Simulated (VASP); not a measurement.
# SnTe in VASP: further runs, part 2 of 2

VASP 6.6.1. The steps go on from the part before.

**3. Single point, PBE**

This run uses another cell than the first one: it holds 4 atoms, not 8.

File INCAR:

```
PREC = Accurate
ENCUT = 520
EDIFF = 1E-7
ISMEAR = 0
SIGMA = 0.1
LREAL = False
LASPH = True
NELM = 60
ALGO = Normal
ISIF = 2
LWAVE = False
LCHARG = False
GGA = PE
NBANDS = 28
```

File KPOINTS:

```
regular mesh
0
Gamma
  6 6 2
```

File POSCAR:

```
SnTe
1.0
    4.4082640362      0.0000000000      0.0000000000
   -2.2041320181      3.8176686419      0.0000000000
    0.0000000000      0.0000000000      8.2306448852
Sn Te
2 2
Direct
    0.0000000000      0.0000000000      0.9784335296
    0.0000000000      0.0000000000      0.4784335296
    0.3333333333      0.6666666667      0.7715043235
    0.6666666667      0.3333333333      0.2715043235
```

Potentials or basis: VASP PAW PBE potentials, release 64 (Sn_d, Te).

The run is started by

```bash
cat potpaw_PBE.64/Sn_d/POTCAR potpaw_PBE.64/Te/POTCAR > POTCAR
mpirun -np 1 vasp_std > vasp.out
```

OUTCAR:

```text
PREC = Accurate
   ENCUT = 520
   EDIFF = 1E-7
   ISMEAR = 0
   LREAL = False
   LASPH = True
   NELM = 60
   ISIF = 2
   GGA = PE

 ion  position               nearest neighbor table
   1  0.000  0.000  0.978-   3 3.06   3 3.06   3 3.06   4 3.51   4 3.51   4 3.51
   2  0.000  0.000  0.478-   4 3.06   4 3.06   4 3.06   3 3.51   3 3.51   3 3.51
   3  0.333  0.667  0.772-   1 3.06   1 3.06   1 3.06   2 3.51   2 3.51   2 3.51
   4  0.667  0.333  0.272-   2 3.06   2 3.06   2 3.06   1 3.51   1 3.51   1 3.51

  LATTYP: Found a hexagonal cell.
 ALAT       =     4.4082640362
 C/A-ratio  =     1.8670943522

  Lattice vectors:

 A1 = (   4.4082640362,   0.0000000000,   0.0000000000)
 A2 = (  -2.2041320181,   3.8176686419,   0.0000000000)
 A3 = (   0.0000000000,   0.0000000000,   8.2306448852)

Analysis of symmetry for initial positions (statically):
=====================================================================
 Subroutine PRICEL returns:
 Original cell was already a primitive cell.

 Routine SETGRP: Setting up the symmetry group for a
 hexagonal supercell.

 Subroutine GETGRP returns: Found 12 space group operations
 (whereof  6 operations were pure point group operations)
 out of a pool of 24 trial point group operations.

The static configuration has the point symmetry C_3v.
 The point group associated with its full space group is C_6v.

Analysis of symmetry for dynamics (positions and initial velocities):
=====================================================================
 Subroutine PRICEL returns:
 Original cell was already a primitive cell.

 Routine SETGRP: Setting up the symmetry group for a
 hexagonal supercell.

 Subroutine GETGRP returns: Found 12 space group operations
 (whereof  6 operations were pure point group operations)
 out of a pool of 24 trial point group operations.

The dynamic configuration has the point symmetry C_3v.
[... 110 lines left out ...]
   IALGO  =     38    algorithm
   IMIX   =      4    mixing-type and parameters
     AMIX     =   0.40;   BMIX     =  1.00
     AMIX_MAG =   1.60;   BMIX_MAG =  1.00
  volume/ion in A,a.u.               =      34.63       233.69
  Fermi-wavevector in a.u.,A,eV,Ry     =   1.082086  2.044845 15.931186  1.170909
  Thomas-Fermi vector in A             =   2.218118
   LORBIT       =      0    0 simple, 1 ext, 2 COOP (PROOUT), +10 PAW based schemes
   GGA     = PE    functional components
   LHFCALC =     F    Hartree Fock is set to
   AEXX    =    0.0000 exact exchange contribution
   IVDW    =     0    specifies the selected vdW correction
   LEPSILON=     F    determine dielectric tensor
   LRPA    =     F    only Hartree local field effects (RPA)
 non-spin polarized calculation
 Gauss-broadening in eV      SIGMA  =   0.10
  energy-cutoff  :      520.00
  volume of cell :      138.52
 maximum number of plane-waves:      3752
 NGX is ok and might be reduce to    36

 number of electron      39.9999997 magnetization

 Free energy of the ion-electron system (eV)
  ---------------------------------------------------
  ext. energy  EPLUGINS =         0.00000000
  ---------------------------------------------------
  free energy    TOTEN  =       -14.93080830 eV

  energy without entropy =      -14.92768110  energy(sigma->0) =      -14.92924470

 E-fermi :   5.8087     XC(G=0):  -9.0072

 val. band max:        5.7832884324   @ k =   0.5000   0.0000   0.0000
 cond. band min:       5.9234883919   @ k =   0.3333   0.3333   0.0000
 fundamental gap:      0.1401999594
 Fermi energy:         5.8086550628

 k-point     1 :       0.0000    0.0000    0.0000
  band No.  band energies     occupation
      1     -16.0338      2.00000
      2     -16.0338      2.00000
      3     -16.0318      2.00000
      4     -16.0318      2.00000
      5     -16.0254      2.00000
      6     -16.0191      2.00000
[... 423 lines left out ...]
     27      11.9058      0.00000
     28      11.9058      0.00000

------------------------ aborting loop because EDIFF is reached ----------------------------------------

  FORCE on cell =-STRESS in cart. coord.  units (eV):
  Direction    XX          YY          ZZ          XY          YZ          ZX
  --------------------------------------------------------------------------------------
  -------------------------------------------------------------------------------------
  Total        0.1809520      0.1809520     -0.1549176      0.0000000      0.0000000      0.0000000
  in kB        2.0930245      2.0930245     -1.7918909      0.0000000      0.0000000      0.0000000
  external PRESSURE =       0.7980527 kB  Pullay stress =       0.0000000 kB

 VOLUME and BASIS-vectors are now :
 -----------------------------------------------------------------------------
  energy-cutoff  :      520.00
  volume of cell :      138.52
      direct lattice vectors                 reciprocal lattice vectors
     4.408264036  0.000000000  0.000000000     0.226846666  0.130969984  0.000000000
    -2.204132018  3.817668642  0.000000000     0.000000000  0.261939968  0.000000000
     0.000000000  0.000000000  8.230644885     0.000000000  0.000000000  0.121497163

 POSITION                                       TOTAL-FORCE (eV/Angst)
 -----------------------------------------------------------------------------------
      0.00000      0.00000      8.05314        -0.000000     -0.000000     -0.032010
      0.00000      0.00000      3.93782         0.000000     -0.000000     -0.032010
     -0.00000      2.54511      6.34998         0.000000      0.000000      0.032010
      2.20413      1.27256      2.23466        -0.000000      0.000000      0.032010
 -----------------------------------------------------------------------------------
    total drift:                                0.000000      0.000000      0.000984

  FREE ENERGIE OF THE ION-ELECTRON SYSTEM (eV)
  ---------------------------------------------------
  free  energy   TOTEN  =       -14.9308083049 eV

  energy  without entropy=      -14.9276810961  energy(sigma->0) =      -14.92924470
```

OSZICAR:

```text
N       E                     dE             d eps       ncg     rms          rms(c)
DAV:   1     0.332906149832E+03    0.33291E+03   -0.18357E+04   788   0.167E+03
DAV:   2     0.285529447608E+02   -0.30435E+03   -0.29714E+03   792   0.418E+02
DAV:   3    -0.130380766475E+02   -0.41591E+02   -0.40709E+02   960   0.143E+02
DAV:   4    -0.149979359976E+02   -0.19599E+01   -0.19524E+01   896   0.320E+01
DAV:   5    -0.150730794309E+02   -0.75143E-01   -0.75124E-01  1084   0.654E+00    0.600E+00
DAV:   6    -0.149292646780E+02    0.14381E+00   -0.33388E-01   920   0.311E+00    0.403E+00
DAV:   7    -0.149331388162E+02   -0.38741E-02   -0.15704E-01  1024   0.156E+00    0.718E-01
DAV:   8    -0.149301080267E+02    0.30308E-02   -0.23502E-02   868   0.884E-01    0.448E-01
DAV:   9    -0.149308234272E+02   -0.71540E-03   -0.18947E-03   844   0.230E-01    0.100E-01
DAV:  10    -0.149307832184E+02    0.40209E-04   -0.22112E-04   980   0.935E-02    0.481E-02
DAV:  11    -0.149308084358E+02   -0.25217E-04   -0.67455E-05   900   0.471E-02    0.443E-02
DAV:  12    -0.149308082622E+02    0.17366E-06   -0.51133E-06   972   0.200E-02    0.118E-02
DAV:  13    -0.149308083049E+02   -0.42717E-07   -0.76617E-07   708   0.488E-03
   1 F= -.14930808E+02 E0= -.14929245E+02  d E =-.312721E-02
```

stdout:

```text
POSCAR found type information on POSCAR SnTe
 POSCAR found :  2 types and       4 ions
 scaLAPACK will be used
 LDA part: xc-table for (Slater+PW92), standard interpolation
 POSCAR, INCAR and KPOINTS ok, starting setup
 FFT: planning ... GRIDC
 FFT: planning ... GRID_SOFT
 FFT: planning ... GRID
 WAVECAR not read
 entering main loop
```

It took 61 s on 1 thread of Intel Xeon Platinum 8259CL at 2.50GHz (Skylake/Cascade Lake), shared host; peak memory 0.28 GiB.

What came out:

```
Free energy            : -14.9308 eV
Pressure               : 0.1 GPa
Largest force          : 0.032 eV/Å
Band gap on the k mesh : zero (bands 20 and 21 overlap by 0.14 eV)
```

Forces in eV/Å, atoms in the order of the input:
```
Sn   0.000  0.000 -0.032
Sn   0.000  0.000 -0.032
Te   0.000  0.000  0.032
Te   0.000  0.000  0.032
```

Caveat: the k points lie up to 0.38 Å⁻¹ apart; semilocal functionals underestimate gaps, so a narrow gap can read as zero; spin-orbit coupling is left out, which moves the levels of the heavy elements.

**4. Single point, PBE**

This run uses another cell than the first one: it holds 4 atoms, not 8.

File INCAR:

```
PREC = Accurate ; ENCUT = 520
EDIFF = 1E-7 ; ISMEAR = 0
SIGMA = 0.1 ; LREAL = F
LASPH = T ; NELM = 80
ALGO = Normal ; ISIF = 2
LWAVE = F ; LCHARG = T
GGA = PE ; LELF = T
LVHAR = T ; NBANDS = 28
```

File KPOINTS:

```
Automatic mesh
0
Gamma
  12 12 6
```

File POSCAR:

```
SnTe
1.0
    4.3989429791      0.0000000000      0.0000000000
   -2.1994714895      3.8095963697      0.0000000000
    0.0000000000      0.0000000000      8.3496303142
Sn Te
2 2
Direct
    0.0000000000      0.0000000000      0.9763100522
    0.0000000000      0.0000000000      0.4763100522
    0.3333333333      0.6666666667      0.7736278009
    0.6666666667      0.3333333333      0.2736278009
```

The run is started by

```bash
cat potpaw_PBE.64/Sn_d/POTCAR potpaw_PBE.64/Te/POTCAR > POTCAR
mpirun -np 1 vasp_std > vasp.out
```

Run time: 5.3 min. Hardware: 1 thread of Intel Xeon Platinum 8259CL at 2.50GHz (Skylake/Cascade Lake), shared host; peak memory 0.44 GiB.

The run converged. Its results:

* Free energy: -14.9511 eV
* Pressure: 0.0 GPa
* Largest force: 0.017 eV/Å
* Band gap on the k mesh: zero (bands 20 and 21 overlap by 0.11 eV)

Forces in eV/Å, atoms in the order of the input:
```
Sn   0.000  0.000  0.017
Sn   0.000  0.000  0.017
Te   0.000  0.000 -0.017
Te   0.000  0.000 -0.017
```

Levels at points of the mesh, in eV from the Fermi level:
```csv
k point,band 17,band 18,band 19,band 20,band 21,band 22,band 23,band 24
"(0.00, 0.00, 0.00)",-1.74,-1.44,-1.44,-0.15,0.95,1.80,1.80,2.15
"(0.50, 0.00, 0.00)",-3.02,-2.00,-1.56,-1.13,-0.07,1.11,1.26,2.87
"(0.00, 0.00, 0.50)",-1.60,-1.60,-1.29,-1.29,1.91,1.91,1.91,1.91
"(0.50, 0.00, 0.50)",-2.63,-2.63,-2.61,-2.61,1.35,1.35,2.50,2.50
```

Caveat: semilocal functionals underestimate gaps, so a narrow gap can read as zero; spin-orbit coupling is left out, which moves the levels of the heavy elements.

**5. Overview**

```csv
cell,k mesh,smearing,gap on the mesh (eV),pressure (GPa),largest force (eV/Å)
"a = 4.422, b = 7.627, c = 8.231 Å, 8 atoms, atomic positions A",6 × 4 × 4,gaussian 0.2 eV,none,0.0,0.01
"a = 4.408, b = 4.408, c = 8.231 Å, angles 90.0, 90.0, 120.0°, 4 atoms, atomic positions B",6 × 6 × 2,gaussian 0.1 eV,none,0.1,0.03
"a = 4.399, b = 4.399, c = 8.350 Å, angles 90.0, 90.0, 120.0°, 4 atoms, atomic positions C",12 × 12 × 6,gaussian 0.1 eV,none,0.0,0.02
```

Alike in all rows: task single point; level PBE; potentials or basis VASP PAW PBE potentials, release 64 (Sn_d, Te); no spin polarisation; cutoff (eV) 520.

Caveats: some runs use coarse meshes; semilocal functionals underestimate gaps, so a narrow gap can read as zero; spin-orbit coupling is left out, which moves the levels of the heavy elements.

Total energies depend on the potentials used, so only differences within one code and one set of settings carry meaning.
